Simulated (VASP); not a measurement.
# AlFe (P4mm) in VASP: relaxation of the atoms with PBEsol

Aim: the relaxation of the atoms of AlFe with PBEsol.

Everything below comes from runs of VASP 6.6.1. Logs are shortened: lines on timing, memory, paths and dates and some standing lists are left out, and cuts for length are marked.

## 1. The cell of the first run

Symmetry: P4mm, No. 99, tetragonal system. Conventional cell: a = 2.910 Å, b = 2.910 Å, c = 2.910 Å, α = 90.00°, β = 90.00°, γ = 90.00°. Al (site symmetry 4mm) has 8 Fe at 2.44 to 2.61 Å and 6 Al at 2.91 Å within 3.2 Å. Fe (site symmetry 4mm) has 8 Al at 2.44 to 2.61 Å and 6 Fe at 2.91 Å within 3.2 Å.

## 2. Relaxation of the atoms, PBEsol, collinear spin, ferromagnetic start

File INCAR:

```
ALGO = Normal ; EDIFF = 1E-7
EDIFFG = -0.01 ; ENCUT = 520
GGA = PS ; GGA_COMPAT = F
IBRION = 2 ; ISIF = 2
ISMEAR = 1 ; ISPIN = 2
LASPH = T ; LCHARG = F
LMAXMIX = 4 ; LORBIT = 11
LREAL = F ; LWAVE = F
MAGMOM = 0 3.5 ; NELM = 200
NELMIN = 4 ; NSW = 80
PREC = Accurate ; SIGMA = 0.02
```

File KPOINTS:

```
Automatic mesh
0
Gamma
  6 6 6
  0.5 0.5 0.5
```

File POSCAR:

```
AlFe
1.0
    2.9100000000      0.0000000000      0.0000000000
    0.0000000000      2.9100000000      0.0000000000
    0.0000000000      0.0000000000      2.9100000000
Al Fe
1 1
Direct
    0.0000000000      0.0000000000      0.0000000000
    0.5000000000      0.5000000000      0.5515500000
```

Potentials or basis: VASP PAW PBE potentials, release 64 (Al, Fe).

Started as:

```bash
> cat potpaw_PBE.64/Al/POTCAR potpaw_PBE.64/Fe/POTCAR > POTCAR
> mpirun -np 1 vasp_std > vasp.out
```

OUTCAR:

```text
EDIFF = 1E-7
   EDIFFG = -0.01
   ENCUT = 520
   GGA = PS
   IBRION = 2
   ISIF = 2
   ISMEAR = 1
   ISPIN = 2
   LASPH = T
   LORBIT = 11
   LREAL = F
   NELM = 200
   NELMIN = 4
   NSW = 80
   PREC = Accurate

 ion  position               nearest neighbor table
   1  0.000  0.000  0.000-   2 2.44   2 2.44   2 2.44   2 2.44   2 2.61   2 2.61   2 2.61   2 2.61

   2  0.500  0.500  0.552-   1 2.44   1 2.44   1 2.44   1 2.44   1 2.61   1 2.61   1 2.61   1 2.61

  LATTYP: Found a simple cubic cell.
 ALAT       =     2.9100000000

  Lattice vectors:

 A1 = (   2.9100000000,   0.0000000000,   0.0000000000)
 A2 = (   0.0000000000,   2.9100000000,   0.0000000000)
 A3 = (   0.0000000000,   0.0000000000,   2.9100000000)

Analysis of symmetry for initial positions (statically):
=====================================================================
 Subroutine PRICEL returns:
 Original cell was already a primitive cell.

 Routine SETGRP: Setting up the symmetry group for a
 simple cubic supercell.

 Subroutine GETGRP returns: Found  8 space group operations
 (whereof  8 operations were pure point group operations)
 out of a pool of 48 trial point group operations.

The static configuration has the point symmetry C_4v.

Analysis of symmetry for dynamics (positions and initial velocities):
=====================================================================
 Subroutine PRICEL returns:
 Original cell was already a primitive cell.

 Routine SETGRP: Setting up the symmetry group for a
 simple cubic supercell.

 Subroutine GETGRP returns: Found  8 space group operations
 (whereof  8 operations were pure point group operations)
 out of a pool of 48 trial point group operations.

The dynamic configuration has the point symmetry C_4v.

Analysis of structural, dynamic, and magnetic symmetry:
=====================================================================
 Subroutine PRICEL returns:
 Original cell was already a primitive cell.

 Routine SETGRP: Setting up the symmetry group for a
 simple cubic supercell.

 Subroutine GETGRP returns: Found  8 space group operations
 (whereof  8 operations were pure point group operations)
 out of a pool of 48 trial point group operations.

The overall configuration has the point symmetry C_4v.

 Subroutine INISYM returns: Found  8 space group operations
 (whereof  8 operations are pure point group operations),
 and found     1 'primitive' translations

----------------------------------------------------------------------------------------

                                     Primitive cell

  volume of cell :      24.6422

  direct lattice vectors                    reciprocal lattice vectors
     2.910000000  0.000000000  0.000000000     0.343642612  0.000000000  0.000000000
     0.000000000  2.910000000  0.000000000     0.000000000  0.343642612  0.000000000
     0.000000000  0.000000000  2.910000000     0.000000000  0.000000000  0.343642612

  length of vectors
     2.910000000  2.910000000  2.910000000     0.343642612  0.343642612  0.343642612

  position of ions in fractional coordinates (direct lattice)
     0.000000000  0.000000000  0.000000000
     0.500000000  0.500000000  0.551550000

  ion indices of the primitive-cell ions
   primitive index   ion index
                 1           1
                 2           2

----------------------------------------------------------------------------------------

 KPOINTS: Automatic mesh

Automatic generation of k-mesh.
 Grid dimensions read from file:
 generate k-points for:    6    6    6

 Generating k-lattice:

  Cartesian coordinates                     Fractional coordinates (reciprocal lattice)
     0.057273769  0.000000000  0.000000000     0.166666667  0.000000000  0.000000000
     0.000000000  0.057273769  0.000000000     0.000000000  0.166666667  0.000000000
     0.000000000  0.000000000  0.057273769     0.000000000  0.000000000  0.166666667

  Length of vectors
     0.057273769  0.057273769  0.057273769

  Shift w.r.t. Gamma in fractional coordinates (k-lattice)
     0.500000000  0.500000000  0.500000000

 Subroutine IBZKPT returns following result:
 ===========================================

 Found     18 irreducible k-points:

 Following reciprocal coordinates:
            Coordinates               Weight
  0.083333  0.083333  0.083333      8.000000
  0.250000  0.083333  0.083333     16.000000
  0.083333  0.083333  0.250000      8.000000
  0.416667  0.083333  0.083333     16.000000
  0.083333  0.083333  0.416667      8.000000
  0.250000  0.250000  0.083333      8.000000
[... 10 lines left out ...]
  0.250000  0.416667  0.416667     16.000000
  0.416667  0.416667  0.416667      8.000000
   k-points           NKPTS =     18   k-points in BZ     NKDIM =     18   number of bands    NBANDS=     11
   number of dos      NEDOS =    301   number of ions     NIONS =      2
   total plane-waves  NPLWV =  13824
   dimension x,y,z NGX =    24 NGY =   24 NGZ =   24
   dimension x,y,z NGXF=    48 NGYF=   48 NGZF=   48
   ions per type =               1   1
   NGX,Y,Z   is equivalent  to a cutoff of  13.71, 13.71, 13.71 a.u.
   NGXF,Y,Z  is equivalent  to a cutoff of  27.42, 27.42, 27.42 a.u.
 SYSTEM =  unknown system
   PREC   = accura    normal or accurate (medium, high low for compatibility)
   ISTART =      0    job   : 0-new  1-cont  2-samecut
   ICHARG =      2    charge: 1-file 2-atom 10-const
   ISPIN  =      2    spin polarized calculation?
   LNONCOLLINEAR =      F non collinear calculations
   LSORBIT =      F    spin-orbit coupling
   LASPH  =      T    aspherical Exc in radial PAW
   ENCUT  =  520.0 eV  38.22 Ry    6.18 a.u.   5.41  5.41  5.41*2*pi/ulx,y,z
   NELM   =    200;   NELMIN=  4; NELMDL= -5     # of ELM steps
   EDIFF  = 0.1E-06   stopping-criterion for ELM
   LREAL  =      F    real-space projection
   EDIFFG = -.1E-01   stopping-criterion for IOM
   NSW    =     80    number of steps for IOM
   IBRION =      2    ionic relax: 0-MD 1-quasi-New 2-CG
   NFREE  =      1    steps in history (QN), initial steepest desc. (CG)
   ISIF   =      2    stress and relaxation
   ISYM   =      2    0-nonsym 1-usesym 2-fastsym
   POTIM  = 0.5000    time-step for ionic-motion
   TEBEG  =    0.0;   TEEND  =   0.0 temperature during run
   PSTRESS=    0.0 pullay stress
   NELECT =      11.0000    total number of electrons
   NUPDOWN=      -1.0000    fix difference up-down
   EMIN   =  10.00;   EMAX   =-10.00  energy-range for DOS
   EFERMI =   0.00;   METHOD = LEGACY
   ISMEAR =     1;   SIGMA  =   0.02  broadening in eV -4-tet -1-fermi 0-gaus
   EFERMI_NEDOS =   21; number of points for ismear=-14 and -15
   IALGO  =     38    algorithm
   IMIX   =      4    mixing-type and parameters
     AMIX     =   0.40;   BMIX     =  1.00
     AMIX_MAG =   1.60;   BMIX_MAG =  1.00
  volume/ion in A,a.u.               =      12.32        83.15
  Fermi-wavevector in a.u.,A,eV,Ry     =   1.251160  2.364349 21.298567  1.565401
  Thomas-Fermi vector in A             =   2.385120
   LORBIT       =     11    0 simple, 1 ext, 2 COOP (PROOUT), +10 PAW based schemes
   GGA     = PS    functional components
   LHFCALC =     F    Hartree Fock is set to
   AEXX    =    0.0000 exact exchange contribution
   IVDW    =     0    specifies the selected vdW correction
   LEPSILON=     F    determine dielectric tensor
   LRPA    =     F    only Hartree local field effects (RPA)
 conjugate gradient relaxation of ions
 spin polarized calculation
 Methfessel and Paxton  Order N= 1 SIGMA  =   0.02
  energy-cutoff  :      520.00
  volume of cell :       24.64
 maximum number of plane-waves:       675
 NGX is ok and might be reduce to    24
   NGX = 11   NGY = 11   NGZ = 11

--------------------------------------- Ionic step        1  -------------------------------------------

 number of electron      11.0000000 magnetization       0.9258644

 Free energy of the ion-electron system (eV)
  ---------------------------------------------------
  ext. energy  EPLUGINS =         0.00000000
  ---------------------------------------------------
  free energy    TOTEN  =       -13.59577012 eV

  energy without entropy =      -13.59592540  energy(sigma->0) =      -13.59582188

------------------------ aborting loop because EDIFF is reached ----------------------------------------

  FORCE on cell =-STRESS in cart. coord.  units (eV):
  Direction    XX          YY          ZZ          XY          YZ          ZX
  --------------------------------------------------------------------------------------
  -------------------------------------------------------------------------------------
  Total       -1.1639053     -1.1639053     -1.6675621      0.0000000      0.0000000     -0.0000000
  in kB      -75.6744459    -75.6744459   -108.4210560      0.0000000      0.0000000     -0.0000000
  external PRESSURE =     -86.5899826 kB  Pullay stress =       0.0000000 kB
[... 57 lines left out ...]
  energy  without entropy=      -13.6618648430  energy(sigma->0) =      -13.66194206

--------------------------------------- Ionic step        3  -------------------------------------------

 number of electron      10.9999996 magnetization       0.9259259

 Free energy of the ion-electron system (eV)
  ---------------------------------------------------
  ext. energy  EPLUGINS =         0.00000000
  ---------------------------------------------------
  free energy    TOTEN  =       -13.67177348 eV

  energy without entropy =      -13.67162333  energy(sigma->0) =      -13.67172343

 E-fermi :   7.6079     XC(G=0): -12.0813

 val. band max:        7.5852429573   @ k =   0.2500   0.2500   0.0833
 cond. band min:       7.6171945873   @ k =   0.2500   0.0833   0.4167
 fundamental gap:      0.0319516299
 Fermi energy:         7.6079276432

 spin component 1

 k-point     1 :       0.0833    0.0833    0.0833
  band No.  band energies     occupation
      1      -2.3079      1.00000
      2       5.0425      1.00000
      3       5.0425      1.00000
      4       6.8988      1.00000
      5       6.9546      1.00000
      6       6.9546      1.00000
      7      12.7080      0.00000
      8      12.7080      0.00000
      9      13.3537      0.00000
     10      18.1221      0.00000
     11      18.1221      0.00000
[... 225 lines left out ...]
 k-point    18 :       0.4167    0.4167    0.4167
  band No.  band energies     occupation
      1       3.6127      1.00000
      2       4.1799      1.00000
      3       4.1799      1.00000
      4       7.3972      1.00000
      5       7.3972      1.00000
      6       8.4335      0.00000
      7      10.4968      0.00000
      8      10.4968      0.00000
      9      11.7942      0.00000
     10      13.9470      0.00000
     11      13.9470      0.00000
 Fermi energy:         7.6079276432

 spin component 2

 k-point     1 :       0.0833    0.0833    0.0833
  band No.  band energies     occupation
      1      -2.2781      1.00000
      2       5.6339      1.00000
      3       5.6339      1.00000
      4       7.8348     -0.00000
      5       7.9135     -0.00000
      6       7.9135     -0.00000
      7      12.8636      0.00000
      8      12.8636      0.00000
      9      13.4560      0.00000
     10      18.1977      0.00000
     11      18.1977      0.00000
[... 265 lines left out ...]
  FREE ENERGIE OF THE ION-ELECTRON SYSTEM (eV)
  ---------------------------------------------------
  free  energy   TOTEN  =       -13.6717734789 eV

  energy  without entropy=      -13.6716233327  energy(sigma->0) =      -13.67172343

 reached required accuracy - stopping structural energy minimisation

 total charge

# of ion       s       p       d       tot
------------------------------------------
    1        0.394   0.421   0.000   0.815
    2        0.420   0.477   6.456   7.353
--------------------------------------------------
tot          0.815   0.898   6.456   8.168

 magnetization (x)

# of ion       s       p       d       tot
------------------------------------------
    1       -0.010  -0.020   0.000  -0.030
    2        0.001   0.014   0.953   0.969
--------------------------------------------------
tot         -0.009  -0.006   0.953   0.939
```

Wall time 35 s (1 thread of Intel Xeon Platinum 8259CL at 2.50GHz (Skylake/Cascade Lake), shared host); peak memory 0.14 GiB.

Results:

| Property | Result |
| --- | --- |
| Free energy | -13.6718 eV |
| Energy gained by relaxing | 38.0 meV/atom |
| Ionic steps | 3 |
| Pressure after relaxing | -10.2 GPa |
| Largest force after relaxing | 0.005 eV/Å |
| Net moment | 0.93 μB per cell |
| Site moments | Al -0.03; Fe +0.97 μB |
| Valence electrons inside the program's atomic spheres | Al 0.81; Fe 7.35 |

Forces on the atoms (eV/Å):
```
Al   0.000  0.000 -0.005
Fe   0.000  0.000  0.005
```

Step by step:
```
step  energy change (eV)  largest force (eV/Å)  pressure (GPa)
   1              0.0000                1.0012           -8.66
   2             -0.0662                0.3657           -9.98
   3             -0.0760                0.0046          -10.17
```

Final structure:
```yaml
crystal:
  lattice:
    - [2.91000, 0.00000, 0.00000]
    - [0.00000, 2.91000, 0.00000]
    - [0.00000, 0.00000, 2.91000]
  atoms:
    - { symbol: Al, position: [0.00000, 0.00000, 0.02589] }
    - { symbol: Fe, position: [0.50000, 0.50000, 0.52566] }
```

Caveat: the PAW data sets were made with another functional, which shifts forces and pressure a little.
